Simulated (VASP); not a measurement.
# TiSi16 (a cell with a defect): single point with LDA

The system is TiSi16 (a cell with a defect).

```
Si Ti
1.0
     0.00000    5.43000    5.43000
     5.43000    0.00000    5.43000
     5.43000    5.43000    0.00000
Si Ti
16 1
Direct
  0.99636 0.01071 0.99552
  0.09187 0.15032 0.12835
  0.98631 0.98778 0.50872
  0.19139 0.01861 0.65894
  0.97713 0.54099 0.01339
  0.09935 0.63949 0.13992
  0.01175 0.44245 0.56164
  0.13053 0.63171 0.63006
  0.47740 0.00188 0.01403
  0.59823 0.17552 0.06510
  0.58561 0.98399 0.44754
  0.62007 0.13726 0.64899
  0.45231 0.55524 0.96727
  0.60222 0.63752 0.10290
  0.48808 0.50578 0.51676
  0.66305 0.59971 0.61504
  0.39647 0.36699 0.36369
```

* Program: VASP 6.6.1
* Task: single point
* Functional: LDA
* Potentials or basis: VASP PAW LDA potentials, release 64 (Si, Ti_sv)
* Cutoff: 520 eV
* k mesh: 2 × 2 × 2
* Occupations: fermi-dirac, width 0.05 eV
* Spin: no spin polarisation

```json
{
  "Pressure": "-0.4 GPa",
  "Largest force": "2.928 eV/Å",
  "Band gap on the k mesh": "zero (band 38 reaches 6.81 eV, above the bottom of band 39 at 6.52 eV)"
}
```

Forces in eV/Å, atoms in the order of the input:
```
Si   1.277 -0.601 -0.855
Si   0.420  0.493  0.531
Si   0.561 -0.017  1.546
Si  -0.885 -1.417  1.268
Si  -2.159 -1.069 -1.664
Si   1.702  1.297  0.013
Si  -1.286  0.590  0.438
Si   0.371  0.132 -1.516
Si   0.170 -1.208 -1.191
Si   0.265  1.958  1.074
Si   0.395  0.018 -0.710
Si  -0.885 -0.353 -0.368
Si  -0.750  0.263  0.246
Si   0.426  1.279  0.544
Si  -0.260  0.378  1.412
Si   0.579 -1.164  0.270
Ti   0.061 -0.577 -1.040
```

Stress tensor (GPa, compression positive):
```
-0.04  0.23  0.85
 0.23 -1.62  1.82
 0.85  1.82  0.57
```

Levels at points of the mesh, in eV from the Fermi level:
```csv
k point,band 34,band 35,band 36,band 37,band 38,band 39,band 40,band 41,band 42,band 43
"(0.00, 0.00, 0.00)",-1.19,-0.99,-0.83,-0.66,-0.35,-0.20,0.18,0.21,0.25,0.69
"(0.50, 0.00, 0.00)",-1.58,-1.16,-0.87,-0.59,-0.27,0.02,0.50,0.77,0.88,1.05
"(0.00, 0.50, 0.00)",-1.48,-1.15,-0.90,-0.28,-0.17,0.21,0.28,0.43,0.79,0.98
"(0.00, 0.00, 0.50)",-1.43,-1.30,-0.90,-0.15,-0.14,0.08,0.16,0.53,0.65,0.97
"(0.50, 0.50, 0.50)",-1.48,-1.25,-0.98,-0.34,-0.27,0.30,0.56,0.65,0.77,1.12
"(0.50, 0.50, 0.00)",-1.74,-1.58,-1.47,-0.67,0.08,0.74,0.85,0.97,1.13,1.37
"(0.00, 0.50, 0.50)",-1.61,-1.52,-1.23,-0.62,-0.06,0.43,0.84,1.02,1.11,1.53
"(0.50, 0.00, 0.50)",-1.72,-1.61,-1.44,-0.60,-0.01,0.59,0.67,0.99,1.21,1.58
```

Run time: 7.9 min on 1 thread of AMD EPYC 7R43 64-Core Processor (Zen 3), on a shared host, peak memory 0.33 GiB.

Caveat: the k points lie up to 0.50 Å⁻¹ apart.
